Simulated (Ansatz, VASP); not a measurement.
## CsTa2S4 in VASP and in Ansatz

```xyz
7
Lattice="3.3140 0.0000 0.0000 -1.6570 2.8700 0.0000 0.0000 0.0000 14.0856" Properties=species:S:1:pos:R:3 pbc="T T T"
Cs    0.0000    1.9133    0.0000
Ta    0.0000    0.0000   10.0859
Ta    0.0000    0.0000    3.9997
S     1.6570    0.9567    8.5278
S     1.6570    0.9567   11.6440
S     1.6570    0.9567    2.4416
S     1.6570    0.9567    5.5578
```

Alike in both runs: task relaxation of cell and atoms; functional PBE; dispersion D3(BJ); k mesh 6 × 6 × 2; occupations gaussian, width 0.1 eV; no spin polarisation.

|  | VASP | Ansatz |
| --- | --- | --- |
| version | VASP 6.6.1 | Ansatz 0.2.0 |
| potentials or method | VASP PAW PBE potentials, release 64 (Cs_sv, Ta_pv, S), cutoff 600 eV | scalar-relativistic, plane waves, PAW |
| valence electrons in the cell | 55 | 59 |

VASP gave:

* gap on the k mesh at the Fermi level, each at its own relaxed structure (eV): none
* relaxed volume (Å³/atom): 21.24
* relaxed length of the cell vector where the two differ most in proportion (Å): 14.718

Q: Estimate Ansatz's values.

A: gap on the k mesh at the Fermi level, each at its own relaxed structure (eV): none; relaxed volume (Å³/atom): 21.20; relaxed length of the cell vector where the two differ most in proportion (Å): 14.691.

A gap of «none» marks a metal or a gap that the smearing closes. VASP's potentials hold 55 valence electrons a cell and Ansatz's 59, so a difference there can come from the potentials and not from the codes.

The k mesh is coarse, so the values compare programs but aren't converged. Spin-orbit coupling is off throughout.
